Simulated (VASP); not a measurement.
# ZnAu: relaxation of cell and atoms with PBE+D3(BJ)

The system is ZnAu.

```
Zn Au
1.0
     3.19053    0.00000    0.00000
     0.00000    3.19053    0.00000
     0.00000    0.00000    3.19053
Zn Au
1 1
Direct
  0.50000 0.50000 0.50000
  0.00000 0.00000 0.00000
```

```yaml
Program: VASP 6.6.1
Task: relaxation of cell and atoms
Functional: PBE
Dispersion: D3(BJ)
Potentials_or_basis: VASP PAW PBE potentials, release 64 (Zn, Au)
Cutoff: 600 eV
k_mesh: 18 × 18 × 18
Occupations: gaussian, width 0.1 eV
Spin: no spin polarisation
Dipole_correction: no
Further_INCAR_settings: ALGO = Normal; EDIFF = 1e-07; IBRION = 2; EDIFFG = -0.02; NSW = 70; ISIF = 3
```

| Quantity | Value |
| --- | --- |
| Relaxed volume | 15.50 Å³/atom |
| Relaxed cell | a = 3.141 Å, b = 3.141 Å, c = 3.141 Å, α = 90.00°, β = 90.00°, γ = 90.00° |
| Space group after relaxing (to 0.1 Å) | Pm-3m (No. 221) |
| Energy gained by relaxing | 13.9 meV/atom |
| Ionic steps | 3 |
| Pressure after relaxing | 0.0 GPa |
| Band gap on the k mesh | zero (an odd number of electrons rules out a gap without spin polarisation) |
| Dispersion energy per atom | -0.549 eV |

Step by step:
| step | energy change (eV) | largest force (eV/Å) | pressure (GPa) | volume (Å³) |
| --- | --- | --- | --- | --- |
| 1 | 0.0000 | 0.0000 | -5.72 | 32.48 |
| 2 | -0.0082 | 0.0000 | 5.71 | 29.83 |
| 3 | -0.0278 | 0.0000 | -0.02 | 30.99 |

Final structure:
```
CELL_PARAMETERS angstrom
3.14108 0.00000 0.00000
0.00000 3.14108 0.00000
0.00000 0.00000 3.14108
ATOMIC_POSITIONS crystal
Zn 0.50000 0.50000 0.50000
Au 0.00000 0.00000 0.00000
```

Levels at points of the mesh, in eV from the Fermi level:
```tsv
k point	band 8	band 9	band 10	band 11	band 12	band 13	band 14	band 15
(0.00, 0.00, 0.00)	-5.51	-3.81	-3.81	-3.81	4.95	4.95	4.95	8.87
(0.50, 0.00, 0.00)	-5.52	-5.00	-5.00	-3.97	-2.44	10.38	11.13	11.13
(0.50, 0.50, 0.00)	-4.16	-4.16	-3.23	-2.06	-2.06	0.81	2.48	10.38
(0.50, 0.50, 0.50)	-6.53	-3.18	-3.18	1.37	3.58	3.71	3.71	3.71
```

It took 110 s on 1 thread of Intel(R) Xeon(R) 6975P-C (Granite Rapids), with other jobs on the host, peak memory 0.3 GiB.

Caveat: spin-orbit coupling is left out, which moves the levels of the heavy elements.
